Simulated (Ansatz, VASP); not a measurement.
## One calculation of SiC, two programs

```
Si C
1.0
     3.07536    0.00000    0.00000
    -1.53768    2.66334    0.00000
     0.00000    0.00000    5.04811
Si C
2 2
Direct
  0.33333 0.66667 0.99959
  0.66667 0.33333 0.49959
  0.33333 0.66667 0.37541
  0.66667 0.33333 0.87541
```

Alike in both runs: task single point; functional HSE06; k mesh 6 × 6 × 4; no spin polarisation.

|  | VASP | Ansatz |
| --- | --- | --- |
| version | VASP 6.6.1 | Ansatz 0.2.0 |
| potentials or method | VASP PAW PBE potentials, release 64 (Si, C) | plane waves, PAW |
| plane-wave cutoff (eV) | 520 | 420 |
| occupations | gaussian, width 0.01 eV | fixed |
| valence electrons in the cell | 16 | 16 |

VASP gave:

| Item | Value |
| --- | --- |
| gap on the k mesh at the Fermi level (eV) | 3.16 |
| pressure (GPa) | -1.6 |
| traceless stress, the component that is largest in VASP (GPa) | -0.30 |
| rms of the force components (eV/Å) | 0.010 |

Task: What did Ansatz give for the same quantities?

Result: gap on the k mesh at the Fermi level (eV): 3.16; pressure (GPa): -1.2; traceless stress, the component that is largest in VASP (GPa): -0.34; rms of the force components (eV/Å): 0.011.

Atom by atom the forces differ by 0.000 eV/Å (rms over components). Ansatz's warnings: stress exchange threshold loose, stress scf threshold loose.
